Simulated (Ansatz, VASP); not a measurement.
## Zr in VASP and in Ansatz

```
Zr
1.0
     3.26112    0.00000    0.00000
    -1.63056    2.82421    0.00000
     0.00000    0.00000    5.20012
Zr
2
Direct
  0.33333 0.66667 0.25000
  0.66667 0.33333 0.75000
```

Alike in both runs: functional RPBE; k mesh 11 × 11 × 6; occupations fermi-dirac, width 0.05 eV; collinear spin.

Ansatz relaxed the structure, and its values are those at the end. VASP's run is a single point on that final structure, the one shown.

|  | VASP | Ansatz |
| --- | --- | --- |
| version | VASP 6.6.1 | Ansatz 0.2.0 |
| potentials or method | VASP PAW PBE potentials, release 64 (Zr_sv), cutoff 520 eV | plane waves (420 eV) with PAW, scalar-relativistic |
| valence electrons in the cell | 24 | 24 |

```tsv
	VASP	Ansatz	Ansatz less VASP
pressure (GPa)	0.0	0.0	+0.02
net moment per atom (μB)	0.00	0.00	0.000
```

VASP's potentials were made for PBE, not for RPBE. Ansatz's warnings: seeded moment not kept.
